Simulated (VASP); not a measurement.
Set up this calculation in VASP 6.6.1, as the native input.

| Item | Value |
| --- | --- |
| Task | single point |
| Functional | PBEsol |
| Dispersion | D3(BJ) |
| Potentials or basis | VASP PAW PBE potentials, release 64 (As) |
| Cutoff | 500 eV |
| k mesh | 12 × 12 × 10 |
| Occupations | fermi-dirac, width 0.15 eV |
| Spin | no spin polarisation |
| Dipole correction | no |
| Further INCAR settings | ALGO = Normal; EDIFF = 1e-06; NBANDS = 18 |

The structure of As lies in POSCAR:

```
As
1.0
    1.8880305444     -5.2699500330     -0.0489646903
    1.8246703823      5.2931584185      0.0397736813
    0.0103442497     -0.0343131697      4.0919068015
As
4
Direct
    0.1318198785      0.8904524825      0.0499902192
    0.6317204710      0.3905511695      0.4559225021
    0.9003656695      0.1217076235      0.9559225021
    0.4002662620      0.6218063105      0.5499902192
```

The input as run:

INCAR

```
SYSTEM = As
PREC = Accurate
ENCUT = 500
EDIFF = 1E-6
ISMEAR = -1
SIGMA = 0.15
LREAL = .FALSE.
LASPH = .TRUE.
NELM = 120
ALGO = Normal
ISIF = 2
LWAVE = .FALSE.
LCHARG = .FALSE.
GGA = PS
IVDW = 12
NBANDS = 18
GGA_COMPAT = .FALSE.
```

KPOINTS

```
Automatic mesh
0
G
  12 12 10
  0 0 0
```

Potentials or basis: VASP PAW PBE potentials, release 64 (As).

Launch:

```console
$ cat potpaw_PBE.64/As/POTCAR > POTCAR
$ mpirun -np 1 vasp_std > vasp.out
```

Results of the run:

The pressure is 0.5 GPa and the largest force is 0.075 eV/Å. The band gap on the k mesh is zero (bands 10 and 11 overlap by 0.74 eV). The dispersion energy per atom is -0.394 eV.

Caveat: the PAW data sets were made with another functional, which shifts forces and pressure a little.

Wall time 15 min on 1 thread of Intel Xeon 8259CL, with other jobs on the host, peak memory 0.58 GiB.
